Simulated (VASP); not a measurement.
# NaCl (Fm-3m) in VASP: single point with PBE

Aim: the single point of NaCl with PBE.

Everything below comes from runs of VASP 6.6.1. Logs are shortened: lines on timing, memory, paths and dates and some standing lists are left out, and cuts for length are marked.

**1. The cell of the first run**

Symmetry: Fm-3m, No. 225, cubic system. The conventional cell has a = 5.851 Å, b = 5.851 Å, c = 5.851 Å, α = 90.00°, β = 90.00°, γ = 90.00°. Na (site symmetry m-3m) has 6 Cl at 2.93 Å within 3.9 Å. Cl (site symmetry m-3m) has 6 Na at 2.93 Å within 3.9 Å.

**2. Single point, PBE**

POSCAR reads:

```
NaCl
1.0
    0.0000000000      2.9254380000      2.9254380000
    2.9254380000      0.0000000000      2.9254380000
    2.9254380000      2.9254380000      0.0000000000
Na Cl
1 1
Direct
    0.0000000000      0.0000000000      0.0000000000
    0.5000000000      0.5000000000      0.5000000000
```

INCAR.step1 reads:

```
SYSTEM = NaCl
  PREC = Accurate
  ENCUT = 400
  EDIFF = 1E-6
  ISMEAR = -1
  SIGMA = 0.0385
  LREAL = .FALSE.
  LASPH = .TRUE.
  NELM = 120
  ALGO = Normal
  ISIF = 2
  LWAVE = .FALSE.
  LCHARG = .TRUE.
  GGA = PE
  NBANDS = 14
  GGA_COMPAT = .FALSE.
  NEDOS = 2001
  LORBIT = 11
```

KPOINTS.step1 reads:

```
Automatic mesh
0
G
  8 8 8
  0 0 0
```

INCAR.step2 reads:

```
SYSTEM = NaCl
  PREC = Accurate
  ENCUT = 400
  EDIFF = 1E-6
  ISMEAR = -5
  SIGMA = 0.0385
  LREAL = .FALSE.
  LASPH = .TRUE.
  NELM = 120
  ALGO = Normal
  ISIF = 2
  LWAVE = .FALSE.
  LCHARG = .FALSE.
  GGA = PE
  LORBIT = 11
  NEDOS = 1001
  ICHARG = 11
  GGA_COMPAT = .FALSE.
```

KPOINTS.step2 reads:

```
Automatic mesh
0
G
  12 12 12
  0 0 0
```

Potentials or basis: VASP PAW PBE potentials, release 64 (Na_pv, Cl).

Started as:

```console
cat potpaw_PBE.64/Na_pv/POTCAR potpaw_PBE.64/Cl/POTCAR > POTCAR
cp INCAR.step1 INCAR
cp KPOINTS.step1 KPOINTS
mpirun -np 1 vasp_std > vasp.out
cp INCAR.step2 INCAR
cp KPOINTS.step2 KPOINTS
mpirun -np 1 vasp_std > vasp.out
```

OUTCAR:

```text
SYSTEM = NaCl
   PREC = Accurate
   ENCUT = 400
   EDIFF = 1E-6
   ISMEAR = -5
   LREAL = .FALSE.
   LASPH = .TRUE.
   NELM = 120
   ISIF = 2
   GGA = PE
   LORBIT = 11
   ICHARG = 11

 ion  position               nearest neighbor table
   1  0.000  0.000  0.000-
   2  0.500  0.500  0.500-

  LATTYP: Found a face centered cubic cell.
 ALAT       =     5.8508760000

  Lattice vectors:

 A1 = (   0.0000000000,   2.9254380000,   2.9254380000)
 A2 = (   2.9254380000,   0.0000000000,   2.9254380000)
 A3 = (   2.9254380000,   2.9254380000,   0.0000000000)

Analysis of symmetry for initial positions (statically):
=====================================================================
 Subroutine PRICEL returns:
 Original cell was already a primitive cell.

 Routine SETGRP: Setting up the symmetry group for a
 face centered cubic supercell.

 Subroutine GETGRP returns: Found 48 space group operations
 (whereof 48 operations were pure point group operations)
 out of a pool of 48 trial point group operations.

The static configuration has the point symmetry O_h .

Analysis of symmetry for dynamics (positions and initial velocities):
=====================================================================
 Subroutine PRICEL returns:
 Original cell was already a primitive cell.

 Routine SETGRP: Setting up the symmetry group for a
 face centered cubic supercell.

 Subroutine GETGRP returns: Found 48 space group operations
 (whereof 48 operations were pure point group operations)
 out of a pool of 48 trial point group operations.

The dynamic configuration has the point symmetry O_h .

 Subroutine INISYM returns: Found 48 space group operations
 (whereof 48 operations are pure point group operations),
 and found     1 'primitive' translations

----------------------------------------------------------------------------------------

                                     Primitive cell

  volume of cell :      50.0729

  direct lattice vectors                    reciprocal lattice vectors
     0.000000000  2.925438000  2.925438000    -0.170914578  0.170914578  0.170914578
     2.925438000  0.000000000  2.925438000     0.170914578 -0.170914578  0.170914578
     2.925438000  2.925438000  0.000000000     0.170914578  0.170914578 -0.170914578

  length of vectors
     4.137194095  4.137194095  4.137194095     0.296032732  0.296032732  0.296032732

  position of ions in fractional coordinates (direct lattice)
     0.000000000  0.000000000  0.000000000
     0.500000000  0.500000000  0.500000000

  ion indices of the primitive-cell ions
   primitive index   ion index
                 1           1
                 2           2

[... 93 lines left out ...]
     AMIX_MAG =   1.60;   BMIX_MAG =  1.00
  volume/ion in A,a.u.               =      25.04       168.95
  Fermi-wavevector in a.u.,A,eV,Ry     =   1.070492  2.022936 15.591628  1.145952
  Thomas-Fermi vector in A             =   2.206203
   LORBIT       =     11    0 simple, 1 ext, 2 COOP (PROOUT), +10 PAW based schemes
   GGA     = PE    functional components
   LHFCALC =     F    Hartree Fock is set to
   AEXX    =    0.0000 exact exchange contribution
   IVDW    =     0    specifies the selected vdW correction
   LEPSILON=     F    determine dielectric tensor
   LRPA    =     F    only Hartree local field effects (RPA)
 non-spin polarized calculation
 Fermi weights with tetrahedron method with Bloechl corrections
  energy-cutoff  :      400.00
  volume of cell :       50.07
 maximum number of plane-waves:       941

 number of electron      14.0000012 magnetization

 Free energy of the ion-electron system (eV)
  ---------------------------------------------------
  ext. energy  EPLUGINS =         0.00000000
  ---------------------------------------------------
  free energy    TOTEN  =        -6.75712881 eV

  energy without entropy =       -6.75712881  energy(sigma->0) =       -6.75712881

 E-fermi :  -1.2962     XC(G=0):  -7.7076

 val. band max:       -1.3186120230   @ k =   0.0000   0.0000   0.0000
 cond. band min:       3.3914659269   @ k =   0.0000   0.0000   0.0000
 fundamental gap:      4.7100779498
 Fermi energy:        -1.2962089654

 k-point     1 :       0.0000    0.0000    0.0000
  band No.  band energies     occupation
      1     -22.3706      2.00000
      2     -22.3706      2.00000
      3     -22.3706      2.00000
      4     -13.7576      2.00000
      5      -1.3186      2.00000
      6      -1.3186      2.00000
      7      -1.3186      2.00000
      8       3.3915      0.00000
      9       9.6643      0.00000
     10       9.6643      0.00000
     11       9.6643      0.00000
[... 309 lines left out ...]
 k-point    24 :      -0.4167    0.1667    0.0000
  band No.  band energies     occupation
      1     -22.3854      2.00000
      2     -22.3743      2.00000
      3     -22.3723      2.00000
      4     -13.5028      2.00000
      5      -2.7826      2.00000
      6      -1.8246      2.00000
      7      -1.5780      2.00000
      8       6.3526      0.00000
      9       7.9738      0.00000
     10       8.7392      0.00000
     11       9.7905      0.00000

 [... further k-points ...]

------------------------ aborting loop because EDIFF is reached ----------------------------------------

  FORCE on cell =-STRESS in cart. coord.  units (eV):
  Direction    XX          YY          ZZ          XY          YZ          ZX
  --------------------------------------------------------------------------------------
  -------------------------------------------------------------------------------------
  Total       -0.5486876     -0.5486876     -0.5486876      0.0000000     -0.0000000      0.0000000
  in kB      -17.5563025    -17.5563025    -17.5563025      0.0000000     -0.0000000      0.0000000
  external PRESSURE =     -17.5563025 kB  Pullay stress =       0.0000000 kB

 VOLUME and BASIS-vectors are now :
 -----------------------------------------------------------------------------
  energy-cutoff  :      400.00
  volume of cell :       50.07
      direct lattice vectors                 reciprocal lattice vectors
     0.000000000  2.925438000  2.925438000    -0.170914578  0.170914578  0.170914578
     2.925438000  0.000000000  2.925438000     0.170914578 -0.170914578  0.170914578
     2.925438000  2.925438000  0.000000000     0.170914578  0.170914578 -0.170914578

 POSITION                                       TOTAL-FORCE (eV/Angst)
 -----------------------------------------------------------------------------------
      0.00000      0.00000      0.00000        -0.000000      0.000000     -0.000000
      2.92544      2.92544      2.92544         0.000000      0.000000      0.000000
 -----------------------------------------------------------------------------------
    total drift:                                0.000000      0.000000      0.000000

  FREE ENERGIE OF THE ION-ELECTRON SYSTEM (eV)
  ---------------------------------------------------
  free  energy   TOTEN  =        -6.7571288055 eV

  energy  without entropy=       -6.7571288055  energy(sigma->0) =       -6.75712881

 total charge

# of ion       s       p       d       tot
------------------------------------------
    1        0.035   5.970   0.000   6.005
    2        1.588   3.562   0.000   5.149
--------------------------------------------------
tot          1.623   9.532   0.000  11.154
```

OUTCAR.step1:

```text
SYSTEM = NaCl
   PREC = Accurate
   ENCUT = 400
   EDIFF = 1E-6
   ISMEAR = -1
   LREAL = .FALSE.
   LASPH = .TRUE.
   NELM = 120
   ISIF = 2
   GGA = PE
   LORBIT = 11

 ion  position               nearest neighbor table
[... 627 lines left out ...]

  FREE ENERGIE OF THE ION-ELECTRON SYSTEM (eV)
  ---------------------------------------------------
  free  energy   TOTEN  =        -6.7570896381 eV

  energy  without entropy=       -6.7570896380  energy(sigma->0) =       -6.75708964

 total charge

# of ion       s       p       d       tot
------------------------------------------
    1        0.035   5.970   0.000   6.005
    2        1.588   3.562   0.000   5.149
--------------------------------------------------
tot          1.623   9.532   0.000  11.154
```

OSZICAR.step1:

```text
N       E                     dE             d eps       ncg     rms          rms(c)
DAV:   1     0.854263376158E+02    0.85426E+02   -0.63435E+03   846   0.823E+02
DAV:   2     0.230535913457E+00   -0.85196E+02   -0.79205E+02   898   0.231E+02
DAV:   3    -0.686654295813E+01   -0.70971E+01   -0.70599E+01  1082   0.647E+01
DAV:   4    -0.698030337145E+01   -0.11376E+00   -0.11373E+00   932   0.900E+00
DAV:   5    -0.698295022879E+01   -0.26469E-02   -0.26467E-02  1066   0.136E+00    0.211E+00
DAV:   6    -0.676357480331E+01    0.21938E+00   -0.38073E-01   998   0.329E+00    0.155E+00
DAV:   7    -0.675052149624E+01    0.13053E-01   -0.84534E-02  1072   0.155E+00    0.107E+00
DAV:   8    -0.675698616663E+01   -0.64647E-02   -0.11420E-02   884   0.851E-01    0.279E-01
DAV:   9    -0.675690515014E+01    0.81016E-04   -0.21190E-04  1058   0.107E-01    0.177E-01
DAV:  10    -0.675710487741E+01   -0.19973E-03   -0.48763E-04   890   0.141E-01    0.792E-02
DAV:  11    -0.675709083662E+01    0.14041E-04   -0.19504E-05  1070   0.349E-02    0.252E-02
DAV:  12    -0.675708908862E+01    0.17480E-05   -0.39315E-06   950   0.146E-02    0.144E-03
DAV:  13    -0.675708963810E+01   -0.54947E-06   -0.53750E-07   986   0.490E-03
   1 F= -.67570896E+01 E0= -.67570896E+01  d E =-.568980E-10
```

Wall time 18 s (1 thread of Intel Xeon 8259CL, shared host); peak memory 0.16 GiB.

Results:

```yaml
Valence_electrons_inside_the_program's_atomic_spheres: Na 6.00; Cl 5.15
```
